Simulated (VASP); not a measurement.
# MoSe (P6_3/mmc) in VASP: a series of runs

The runs below take MoSe through single point, relaxation of shape and atoms at fixed volume, with PBE.

Everything below comes from runs of VASP 6.6.1. Logs are shortened: lines on timing, memory, paths and dates and some standing lists are left out, and cuts for length are marked.

**1. The cell of the first run**

The structure is hexagonal, space group P6_3/mmc (No. 194). Conventional cell: a = 4.237 Å, b = 4.237 Å, c = 5.184 Å, α = 90.00°, β = 90.00°, γ = 120.00°. Within 3.4 Å of Mo (site symmetry -3m) lie 2 Mo at 2.59 Å and 6 Se at 2.77 Å. Within 3.6 Å of Se (site symmetry -6m2) lie 6 Mo at 2.77 Å and 6 Se at 3.56 Å.

**2. Single point, PBE, collinear spin, ferromagnetic start (volume scaled by 1.100)**

Input file INCAR:

```
SYSTEM = MoSe
PREC = Accurate
ENCUT = 520
EDIFF = 1E-7
ISMEAR = 0
SIGMA = 0.05
LREAL = .FALSE.
LASPH = .TRUE.
NELM = 150
ALGO = Normal
ISIF = 2
LWAVE = .FALSE.
LCHARG = .FALSE.
ISPIN = 2
MAGMOM = 0.08 0.08 0 0
LORBIT = 11
LMAXMIX = 4
GGA = PE
NBANDS = 32
```

Input file KPOINTS:

```
Automatic mesh
0
G
  10 10 6
  0 0 0
```

Input file POSCAR:

```
MoSe
1.0
    4.2366473340      0.0000000000      0.0000000000
   -2.1183236670      3.6690442181      0.0000000000
    0.0000000000      0.0000000000      5.1836929691
Mo Se
2 2
Direct
    0.0000000000      0.0000000000      0.0000000000
    0.0000000000      0.0000000000      0.5000000000
    0.3333333333      0.6666666667      0.2500000000
    0.6666666667      0.3333333333      0.7500000000
```

Potentials or basis: VASP PAW PBE potentials, release 64 (Mo_sv, Se).

Launch:

```
$ cat potpaw_PBE.64/Mo_sv/POTCAR potpaw_PBE.64/Se/POTCAR > POTCAR
$ mpirun -np 1 vasp_std > vasp.out
```

OUTCAR:

```text
SYSTEM = MoSe
   PREC = Accurate
   ENCUT = 520
   EDIFF = 1E-7
   ISMEAR = 0
   LREAL = .FALSE.
   LASPH = .TRUE.
   NELM = 150
   ISIF = 2
   ISPIN = 2
   LORBIT = 11
   GGA = PE

 ion  position               nearest neighbor table
   1  0.000  0.000  0.000-   2 2.59   2 2.59   4 2.77   3 2.77   3 2.77   4 2.77   4 2.77   3 2.77

   2  0.000  0.000  0.500-   1 2.59   1 2.59   4 2.77   3 2.77   3 2.77   4 2.77   4 2.77   3 2.77

   3  0.333  0.667  0.250-   1 2.77   2 2.77   1 2.77   2 2.77   1 2.77   2 2.77
   4  0.667  0.333  0.750-   1 2.77   2 2.77   1 2.77   2 2.77   1 2.77   2 2.77

  LATTYP: Found a hexagonal cell.
 ALAT       =     4.2366473340
 C/A-ratio  =     1.2235365751

  Lattice vectors:

 A1 = (   4.2366473340,   0.0000000000,   0.0000000000)
 A2 = (  -2.1183236670,   3.6690442181,   0.0000000000)
 A3 = (   0.0000000000,   0.0000000000,   5.1836929691)

Analysis of symmetry for initial positions (statically):
=====================================================================
 Subroutine PRICEL returns:
 Original cell was already a primitive cell.

 Routine SETGRP: Setting up the symmetry group for a
 hexagonal supercell.

 Subroutine GETGRP returns: Found 24 space group operations
 (whereof 12 operations were pure point group operations)
 out of a pool of 24 trial point group operations.

The static configuration has the point symmetry D_3d.
 The point group associated with its full space group is D_6h.

Analysis of symmetry for dynamics (positions and initial velocities):
=====================================================================
 Subroutine PRICEL returns:
 Original cell was already a primitive cell.

 Routine SETGRP: Setting up the symmetry group for a
 hexagonal supercell.

 Subroutine GETGRP returns: Found 24 space group operations
 (whereof 12 operations were pure point group operations)
 out of a pool of 24 trial point group operations.

The dynamic configuration has the point symmetry D_3d.
 The point group associated with its full space group is D_6h.

Analysis of structural, dynamic, and magnetic symmetry:
=====================================================================
 Subroutine PRICEL returns:
 Original cell was already a primitive cell.

 Routine SETGRP: Setting up the symmetry group for a
 hexagonal supercell.

 Subroutine GETGRP returns: Found 24 space group operations
 (whereof 12 operations were pure point group operations)
 out of a pool of 24 trial point group operations.

The overall configuration has the point symmetry D_3d.
 The point group associated with its full space group is D_6h.

 Subroutine INISYM returns: Found 24 space group operations
 (whereof 12 operations are pure point group operations),
 and found     1 'primitive' translations

----------------------------------------------------------------------------------------

                                     Primitive cell

  volume of cell :      80.5776

  direct lattice vectors                    reciprocal lattice vectors
     4.236647334  0.000000000  0.000000000     0.236035695  0.136275272  0.000000000
    -2.118323667  3.669044218  0.000000000     0.000000000  0.272550545  0.000000000
     0.000000000  0.000000000  5.183692969     0.000000000  0.000000000  0.192912660

  length of vectors
     4.236647334  4.236647334  5.183692969     0.272550545  0.272550545  0.192912660

  position of ions in fractional coordinates (direct lattice)
     0.000000000  0.000000000  0.000000000
     0.000000000  0.000000000  0.500000000
     0.333333333  0.666666667  0.250000000
     0.666666667  0.333333333  0.750000000

  ion indices of the primitive-cell ions
   primitive index   ion index
                 1           1
                 2           2
                 3           3
                 4           4

----------------------------------------------------------------------------------------

 KPOINTS: Automatic mesh

Automatic generation of k-mesh.
 Grid dimensions read from file:
 generate k-points for:   10   10    6

 Generating k-lattice:

[... 55 lines left out ...]
     31      17.7443      0.00000
     32      17.7443      0.00000

 k-point     2 :       0.1000    0.0000    0.0000
  band No.  band energies     occupation
      1     -53.5688      1.00000
      2     -53.3695      1.00000
      3     -28.3578      1.00000
      4     -27.6581      1.00000
      5     -27.6564      1.00000
      6     -27.4755      1.00000
[... 24 lines left out ...]
     31      16.9081      0.00000
     32      16.9727      0.00000
[... 733 lines left out ...]
     31      15.9058      0.00000
     32      16.4524      0.00000

 k-point    24 :       0.4000    0.1000    0.1667
  band No.  band energies     occupation
      1     -53.5551      1.00000
      2     -53.3827      1.00000
      3     -28.2622      1.00000
      4     -27.6650      1.00000
      5     -27.6502      1.00000
      6     -27.5000      1.00000
[... 24 lines left out ...]
     31      15.9847      0.00000
     32      16.9771      0.00000

 [... further k-points ...]

 spin component 2

 k-point     1 :       0.0000    0.0000    0.0000
  band No.  band energies     occupation
      1     -53.5155      1.00000
      2     -53.3156      1.00000
      3     -28.3361      1.00000
      4     -27.5787      1.00000
      5     -27.5787      1.00000
      6     -27.3963      1.00000
[... 24 lines left out ...]
     31      17.7911      0.00000
     32      17.7911      0.00000

 k-point     2 :       0.1000    0.0000    0.0000
  band No.  band energies     occupation
      1     -53.5154      1.00000
      2     -53.3156      1.00000
      3     -28.3356      1.00000
      4     -27.5809      1.00000
      5     -27.5792      1.00000
      6     -27.3976      1.00000
[... 24 lines left out ...]
     31      16.9487      0.00000
     32      17.0124      0.00000
[... 733 lines left out ...]
     31      15.9259      0.00000
     32      16.4766      0.00000

 k-point    24 :       0.4000    0.1000    0.1667
  band No.  band energies     occupation
      1     -53.5017      1.00000
      2     -53.3288      1.00000
      3     -28.2400      1.00000
      4     -27.5879      1.00000
      5     -27.5730      1.00000
      6     -27.4222      1.00000
[... 24 lines left out ...]
     31      15.9993      0.00000
     32      16.9974      0.00000

 [... further k-points ...]
[... 5 lines left out ...]
  --------------------------------------------------------------------------------------
  -------------------------------------------------------------------------------------
  Total       -5.2272728     -5.2272728     -5.1723687      0.0000000     -0.0000000      0.0000000
  in kB     -103.9372491   -103.9372491   -102.8455555      0.0000000     -0.0000000      0.0000000
  external PRESSURE =    -103.5733513 kB  Pullay stress =       0.0000000 kB

 VOLUME and BASIS-vectors are now :
 -----------------------------------------------------------------------------
  energy-cutoff  :      520.00
  volume of cell :       80.58
      direct lattice vectors                 reciprocal lattice vectors
     4.236647334  0.000000000  0.000000000     0.236035695  0.136275272  0.000000000
    -2.118323667  3.669044218  0.000000000     0.000000000  0.272550545  0.000000000
     0.000000000  0.000000000  5.183692969     0.000000000  0.000000000  0.192912660

 POSITION                                       TOTAL-FORCE (eV/Angst)
 -----------------------------------------------------------------------------------
      0.00000      0.00000      0.00000        -0.000000      0.000000      0.000000
      0.00000      0.00000      2.59185        -0.000000      0.000000      0.000000
     -0.00000      2.44603      1.29592        -0.000000      0.000000     -0.000000
      2.11832      1.22301      3.88777         0.000000     -0.000000     -0.000000
 -----------------------------------------------------------------------------------
    total drift:                                0.000000     -0.000000      0.000000

  FREE ENERGIE OF THE ION-ELECTRON SYSTEM (eV)
  ---------------------------------------------------
  free  energy   TOTEN  =       -28.2801646817 eV

  energy  without entropy=      -28.2754705656  energy(sigma->0) =      -28.27781762

 total charge

# of ion       s       p       d       tot
------------------------------------------
    1        2.246   6.104   3.997  12.348
    2        2.246   6.104   3.997  12.348
    3        1.435   2.300   0.069   3.804
    4        1.435   2.300   0.069   3.804
--------------------------------------------------
tot          7.363  16.808   8.133  32.304

 magnetization (x)

# of ion       s       p       d       tot
------------------------------------------
    1        0.001   0.001   0.081   0.082
    2        0.001   0.001   0.081   0.082
    3       -0.000  -0.005   0.001  -0.004
    4       -0.000  -0.005   0.001  -0.004
--------------------------------------------------
tot          0.001  -0.008   0.163   0.156
```

Run time: 8.2 min. Hardware: 1 thread of Oxide Virtual Turin-like, shared host; peak memory 0.32 GiB.

Results:

```
Free energy                                           : -28.2802 eV
Pressure                                              : -10.4 GPa
Net moment                                            : 0.18 μB per cell
Site moments                                          : Mo +0.08; Se -0.00 μB
Valence electrons inside the program's atomic spheres : Mo 12.35; Se 3.80
```

Stress tensor (GPa, compression positive):
```
-10.39   0.00   0.00
  0.00 -10.39   0.00
  0.00   0.00 -10.28
```

Caveat: the cell differs from its parent crystal (volume scaled by 1.100).

**3. Single point, PBE, collinear spin, ferromagnetic start (volume scaled by 1.020)**

Input file INCAR:

```
ALGO = Normal ; EDIFF = 1E-7
ENCUT = 520 ; GGA = PE
ISIF = 2 ; ISMEAR = 0
ISPIN = 2 ; LASPH = T
LCHARG = T ; LELF = T
LMAXMIX = 4 ; LORBIT = 11
LREAL = F ; LVHAR = T
LWAVE = F ; MAGMOM = 0.05 0.05 0 0
NBANDS = 32 ; NELM = 150
PREC = Accurate ; SIGMA = 0.05
```

Input file KPOINTS:

```
k-points
0
Gamma
  10 10 6
```

Input file POSCAR:

```
MoSe
1.0
    4.1062789568      0.0000000000      0.0000000000
   -2.0531394784      3.5561418917      0.0000000000
    0.0000000000      0.0000000000      5.1167533910
Mo Se
2 2
Direct
    0.0000000000      0.0000000000      0.0000000000
    0.0000000000      0.0000000000      0.5000000000
    0.3333333333      0.6666666667      0.2500000000
    0.6666666667      0.3333333333      0.7500000000
```

Potentials or basis: VASP PAW PBE potentials, release 64 (Mo_sv, Se).

Launch:

```
$ cat potpaw_PBE.64/Mo_sv/POTCAR potpaw_PBE.64/Se/POTCAR > POTCAR
$ mpirun -np 1 vasp_std > vasp.out
```

It took 5.5 min on 1 thread of Oxide Virtual Turin-like, shared host; peak memory 0.31 GiB.

The run converged. Its results:

```yaml
Free_energy: -28.5243 eV
Pressure: -2.4 GPa
Band_gap_on_the_k_mesh: zero (filled and empty bands overlap)
Net_moment: 0.01 μB per cell
Valence_electrons_inside_the_program's_atomic_spheres: Mo 12.46; Se 3.86
```

Stress tensor (GPa, compression positive):
```
-2.44  0.00  0.00
 0.00 -2.44  0.00
 0.00  0.00 -2.32
```

Levels at points of the mesh, in eV from the Fermi level:
Spin up:
| k point | band 18 | band 19 | band 20 | band 21 | band 22 | band 23 |
| --- | --- | --- | --- | --- | --- | --- |
| (0.00, 0.00, 0.00) | -2.45 | -1.07 | -0.98 | -0.98 | 2.06 | 2.06 |
| (0.50, 0.00, 0.00) | -1.78 | -1.10 | 0.14 | 0.34 | 0.86 | 1.57 |
| (0.00, 0.00, 0.50) | -1.29 | -1.29 | -1.29 | -0.66 | -0.66 | 2.60 |
| (0.50, 0.00, 0.50) | -1.05 | -0.45 | -0.45 | -0.33 | -0.33 | 1.38 |
Spin down:
```csv
k point,band 16,band 17,band 18,band 19,band 20,band 21,band 22,band 23,band 24,band 25
"(0.00, 0.00, 0.00)",-2.79,-2.45,-2.45,-1.07,-0.98,-0.98,2.06,2.06,2.22,2.77
"(0.50, 0.00, 0.00)",-4.19,-3.99,-1.77,-1.09,0.15,0.34,0.86,1.58,2.01,3.23
"(0.00, 0.00, 0.50)",-4.46,-1.29,-1.29,-1.29,-1.29,-0.66,-0.66,2.60,2.60,2.60
"(0.50, 0.00, 0.50)",-3.47,-1.04,-1.04,-0.45,-0.45,-0.33,-0.33,1.38,1.38,2.10
```

Caveat: the cell differs from its parent crystal (volume scaled by 1.020).

**4. Single point, PBE, collinear spin, ferromagnetic start (volume scaled by 1.040)**

Input file INCAR:

```
SYSTEM = MoSe
ALGO = Normal
EDIFF = 1E-6
ENCUT = 520
GGA = PE
ISIF = 2
ISMEAR = 0
ISPIN = 2
LASPH = .TRUE.
LCHARG = .TRUE.
LELF = .TRUE.
LMAXMIX = 4
LORBIT = 11
LREAL = .FALSE.
LVHAR = .TRUE.
LWAVE = .FALSE.
MAGMOM = 0.05 0.05 0 0
NBANDS = 32
NELM = 150
PREC = Accurate
SIGMA = 0.05
```

Input file KPOINTS:

```
k-points
0
G
  10 10 6
  0 0 0
```

Input file POSCAR:

```
MoSe
1.0
    4.1394012925      0.0000000000      0.0000000000
   -2.0697006462      3.5848266758      0.0000000000
    0.0000000000      0.0000000000      5.1339246548
Mo Se
2 2
Direct
    0.0000000000      0.0000000000      0.0000000000
    0.0000000000      0.0000000000      0.5000000000
    0.3333333333      0.6666666667      0.2500000000
    0.6666666667      0.3333333333      0.7500000000
```

Launch:

```
$ cat potpaw_PBE.64/Mo_sv/POTCAR potpaw_PBE.64/Se/POTCAR > POTCAR
$ mpirun -np 1 vasp_std > vasp.out
```

Wall time 5.7 min (1 thread of Oxide Virtual Turin-like, shared host); peak memory 0.32 GiB.

The run converged. Its results:

```
Free energy                                           : -28.4914 eV
Pressure                                              : -4.8 GPa
Band gap on the k mesh                                : zero (filled and empty bands overlap)
Net moment                                            : 0.04 μB per cell
Valence electrons inside the program's atomic spheres : Mo 12.43; Se 3.84
```

Stress tensor (GPa, compression positive):
```
-4.80  0.00  0.00
 0.00 -4.80  0.00
 0.00  0.00 -4.66
```

Levels at points of the mesh, in eV from the Fermi level:
Spin up:
| k point | band 17 | band 18 | band 19 | band 20 | band 21 | band 22 | band 23 | band 24 |
| --- | --- | --- | --- | --- | --- | --- | --- | --- |
| (0.00, 0.00, 0.00) | -2.43 | -2.43 | -1.06 | -0.94 | -0.94 | 2.04 | 2.04 | 2.24 |
| (0.50, 0.00, 0.00) | -3.92 | -1.77 | -1.09 | 0.14 | 0.26 | 0.84 | 1.57 | 1.99 |
| (0.00, 0.00, 0.50) | -1.26 | -1.26 | -1.26 | -1.26 | -0.66 | -0.66 | 2.53 | 2.53 |
| (0.50, 0.00, 0.50) | -1.01 | -1.01 | -0.45 | -0.45 | -0.33 | -0.33 | 1.35 | 1.35 |
Spin down:
| k point | band 17 | band 18 | band 19 | band 20 | band 21 | band 22 | band 23 | band 24 |
| --- | --- | --- | --- | --- | --- | --- | --- | --- |
| (0.00, 0.00, 0.00) | -2.43 | -2.43 | -1.06 | -0.92 | -0.92 | 2.05 | 2.05 | 2.24 |
| (0.50, 0.00, 0.00) | -3.91 | -1.76 | -1.08 | 0.16 | 0.27 | 0.85 | 1.58 | 2.00 |
| (0.00, 0.00, 0.50) | -1.25 | -1.25 | -1.25 | -1.25 | -0.66 | -0.66 | 2.54 | 2.54 |
| (0.50, 0.00, 0.50) | -1.01 | -1.01 | -0.44 | -0.44 | -0.32 | -0.32 | 1.35 | 1.35 |

Caveat: the cell differs from its parent crystal (volume scaled by 1.040).

**5. Relaxation of shape and atoms at fixed volume, PBE, collinear spin, ferromagnetic start (volume scaled by 1.020)**

Input file INCAR:

```
SYSTEM = MoSe
PREC = Accurate ; ENCUT = 600
EDIFF = 1E-6 ; ISMEAR = 0
SIGMA = 0.05 ; LREAL = .False.
LASPH = .True. ; NELM = 150
ALGO = Normal ; ISIF = 4
LWAVE = .False. ; LCHARG = .False.
ISPIN = 2 ; MAGMOM = 0.05 0.05 0 0
LORBIT = 11 ; LMAXMIX = 4
GGA = PE ; IBRION = 2
NSW = 60 ; EDIFFG = -0.01
```

Input file KPOINTS:

```
regular mesh
0
Gamma
  10 10 6
  0 0 0
```

Input file POSCAR:

```
MoSe
1.0
    4.1000557440      0.0000000000      0.0000000000
   -2.0500278720      3.5507524312      0.0000000000
    0.0000000000      0.0000000000      5.1322979657
Mo Se
2 2
Direct
    0.0000000000      0.0000000000      0.0000000000
    0.0000000000      0.0000000000      0.5000000000
    0.3333333333      0.6666666667      0.2500000000
    0.6666666667      0.3333333333      0.7500000000
```

Launch:

```
$ cat potpaw_PBE.64/Mo_sv/POTCAR potpaw_PBE.64/Se/POTCAR > POTCAR
$ mpirun -np 1 vasp_std > vasp.out
```

Wall time 6.2 min (1 thread of Oxide Virtual Turin-like, shared host); peak memory 0.35 GiB.

The run converged. Its results:

- Free energy: -28.5242 eV
- Energy gained by relaxing: 0.1 meV/atom
- Ionic steps: 2
- Pressure after relaxing: -2.5 GPa
- Band gap on the k mesh: zero (filled and empty bands overlap)
- Net moment: 0.01 μB per cell
- Valence electrons inside the program's atomic spheres: Mo 12.46; Se 3.86

Step by step:
```tsv
step	energy change (eV)	largest force (eV/Å)	pressure (GPa)	volume (Å³)
1	0.0000	0.0000	-2.58	74.72
2	-0.0004	0.0000	-2.47	74.72
```

Final structure:
```
Mo Se
1.0
     4.10540    0.00000    0.00000
    -2.05270    3.55538    0.00000
     0.00000    0.00000    5.11893
Mo Se
2 2
Direct
  0.00000 0.00000 0.00000
  0.00000 0.00000 0.50000
  0.33333 0.66667 0.25000
  0.66667 0.33333 0.75000
```

Levels at points of the mesh, in eV from the Fermi level:
Spin up:
| k point | band 16 | band 17 | band 18 | band 19 | band 20 | band 21 | band 22 | band 23 | band 24 |
| --- | --- | --- | --- | --- | --- | --- | --- | --- | --- |
| (0.00, 0.00, 0.00) | -2.79 | -2.45 | -2.45 | -1.07 | -0.98 | -0.98 | 2.06 | 2.06 | 2.22 |
| (0.50, 0.00, 0.00) | -4.20 | -3.98 | -1.77 | -1.09 | 0.14 | 0.34 | 0.86 | 1.57 | 2.00 |
| (0.00, 0.00, 0.50) | -4.46 | -1.29 | -1.29 | -1.29 | -1.29 | -0.66 | -0.66 | 2.60 | 2.60 |
| (0.50, 0.00, 0.50) | -3.48 | -1.05 | -1.05 | -0.45 | -0.45 | -0.33 | -0.33 | 1.38 | 1.38 |
Spin down:
```
           k point  band 17  band 18  band 19  band 20  band 21  band 22  band 23  band 24
(0.00, 0.00, 0.00)    -2.45    -2.45    -1.07    -0.98    -0.98     2.06     2.06     2.22
(0.50, 0.00, 0.00)    -3.98    -1.77    -1.09     0.15     0.34     0.86     1.57     2.01
(0.00, 0.00, 0.50)    -1.29    -1.29    -1.29    -1.29    -0.66    -0.66     2.60     2.60
(0.50, 0.00, 0.50)    -1.05    -1.05    -0.45    -0.45    -0.32    -0.32     1.38     1.38
```

Caveat: the cell differs from its parent crystal (volume scaled by 1.020).

**6. Summary**

```tsv
task	cell	cutoff (eV)	gap on the mesh (eV)	pressure (GPa)	moment (μB)
single point	a = 4.237, b = 4.237, c = 5.184 Å, angles 90.0, 90.0, 120.0°, 4 atoms	520	none	-10.4	0.18
single point	a = 4.106, b = 4.106, c = 5.117 Å, angles 90.0, 90.0, 120.0°, 4 atoms	520	none	-2.4	0.01
single point	a = 4.139, b = 4.139, c = 5.134 Å, angles 90.0, 90.0, 120.0°, 4 atoms	520	none	-4.8	0.04
relaxation of shape and atoms at fixed volume	relaxed from a = 4.100, b = 4.100, c = 5.132 Å, angles 90.0, 90.0, 120.0°, 4 atoms	600	none	-2.5	0.01
```

Alike in all rows: level PBE; potentials or basis VASP PAW PBE potentials, release 64 (Mo_sv, Se); spin collinear, ferromagnetic start; k mesh 10 × 10 × 6; smearing gaussian 0.05 eV.

Absolute energies hang on the potentials; compare differences alone.
